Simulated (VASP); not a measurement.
Wanted: the native input for a VASP 6.6.1 run.

- Task: relaxation of the atoms
- Functional: PBEsol
- Potentials or basis: VASP PAW PBE potentials, release 64 (Ta_pv, K_sv)
- Cutoff: 520 eV
- k mesh: 6 × 6 × 1
- Occupations: gaussian, width 0.1 eV
- Spin: no spin polarisation
- Dipole correction: yes
- Atoms held fixed (from 0): [0, 1, 2, 3, 4, 5]
- Further INCAR settings: ALGO = Normal; EDIFF = 1e-06; IBRION = 2; EDIFFG = -0.025; NSW = 36
- Atoms held along some axes (from 0): atom 6 along a and b

The structure of KTa6 lies in POSCAR:

```
KTa6
1.0
    4.6392671641      0.0000000000      0.0000000000
   -2.3196335820      4.0177232190      0.0000000000
    0.0000000000      0.0000000000     19.9438808521
Ta K
6 1
Selective dynamics
Direct
    0.6666666667      0.3333333333      0.2005627706  F F F
    0.3333333333      0.6666666667      0.2480453269  F F F
    0.0000000000      0.0000000000      0.2955278831  F F F
    0.6666666667      0.3333333333      0.3400187729  F F F
    0.3333333333      0.6666666667      0.3814681516  F F F
    0.0000000000      0.0000000000      0.4233820346  F F F
    0.8888888889      0.4444444444      0.5463897051  F F T
```

One way to write it, as run:

INCAR

```
  PREC = Accurate
  ENCUT = 520
  EDIFF = 1E-6
  ISMEAR = 0
  SIGMA = 0.1
  LREAL = False
  LASPH = True
  NELM = 80
  ALGO = Normal
  ISIF = 2
  LWAVE = False
  LCHARG = False
  LDIPOL = True
  IDIPOL = 3
  DIPOL = 0.5 0.5 0.348
  GGA = PS
  IBRION = 2
  NSW = 36
  EDIFFG = -0.025
  KPAR = 4
```

KPOINTS

```
Automatic mesh
0
Gamma
  6 6 1
```

Potentials or basis: VASP PAW PBE potentials, release 64 (Ta_pv, K_sv).

The run is started by

```sh
$ cat potpaw_PBE.64/Ta_pv/POTCAR potpaw_PBE.64/K_sv/POTCAR > POTCAR
$ mpirun -np 4 vasp_std > vasp.out
```

It gave:

```yaml
Energy_gained_by_relaxing: 0.3 meV/atom
Ionic_steps: 5
Band_gap_on_the_k_mesh: zero (an odd number of electrons rules out a gap without spin polarisation)
```

Caveat: spin-orbit coupling is left out, which moves the levels of the heavy elements.

It took 8.6 min on 4 MPI ranks on AMD EPYC 7R43 64-Core Processor (Zen 3) (shared host), peak memory 0.55 GiB a rank.
